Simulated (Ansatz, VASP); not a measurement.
**Two plane-wave programs on ZnSe**

Contents of INCAR:

```
SYSTEM = ZnSe
PREC     = Accurate       ! precision mode
ENCUT    = 520            ! plane-wave cutoff, eV
EDIFF    = 1E-6           ! SCF threshold, eV
ISMEAR   = 0              ! smearing method
SIGMA    = 0.01           ! smearing width, eV
LREAL    = .False.        ! projectors in reciprocal space
LASPH    = .True.         ! aspherical terms in the spheres
NELM     = 100            ! most SCF steps
ALGO     = Normal         ! electronic algorithm
ISIF     = 2              ! what is computed and relaxed
LWAVE    = .False.        ! write WAVECAR
LCHARG   = .False.        ! write CHGCAR
GGA      = PS             ! functional
NBANDS   = 26             ! bands
```

File KPOINTS:

```
regular mesh
0
Gamma
  5 5 3
  0 0 0
```

The input POSCAR:

```
ZnSe
1.0
    4.1077020000      0.0000000000      0.0000000000
    0.0000000000      4.1077020000      0.0000000000
    0.0000000000      0.0000000000      6.0703500000
Zn Se
2 2
Direct
    0.0000000000      0.0000000000      0.0000000000
    0.5000000000      0.5000000000      0.0000000000
    0.0000000000      0.5000000000      0.2462800000
    0.5000000000      0.0000000000      0.7537200000
```

Input for Ansatz:

```yaml
crystal:
  lattice:
    - [4.107702, 0.0, 0.0]
    - [0.0, 4.107702, 0.0]
    - [0.0, 0.0, 6.07035]
  atoms:
    - { symbol: Zn, position: [0.0, 0.0, 0.0] }
    - { symbol: Zn, position: [0.5, 0.5, 0.0] }
    - { symbol: Se, position: [0.0, 0.5, 0.24628] }
    - { symbol: Se, position: [0.5, 0.0, 0.75372] }
basis:
  ecutwfc: 571.4391111657479
kpoints:
  mp_grid:
    grid: [5, 5, 3]
hamiltonian:
  xc: pbesol
scf:
  occupations:
    method: fixed
output:
  eigenvalues: true
```

Alike in both runs: task single point; functional PBEsol; k mesh 5 × 5 × 3; no spin polarisation.

|  | VASP | Ansatz |
| --- | --- | --- |
| version | VASP 6.6.1 | Ansatz 0.2.0 |
| potentials or method | VASP PAW PBE potentials, release 64 (Zn, Se), cutoff 520 eV | plane waves, PAW |
| occupations | gaussian, width 0.01 eV | fixed |
| valence electrons in the cell | 36 | 56 |

```tsv
	VASP	Ansatz	Ansatz less VASP
gap on the k mesh at the Fermi level (eV)	1.85	1.85	+0.001
```

VASP's potentials were made for PBE, not for PBEsol. VASP's potentials hold 36 valence electrons a cell and Ansatz's 56, so a difference there can come from the potentials and not from the codes.
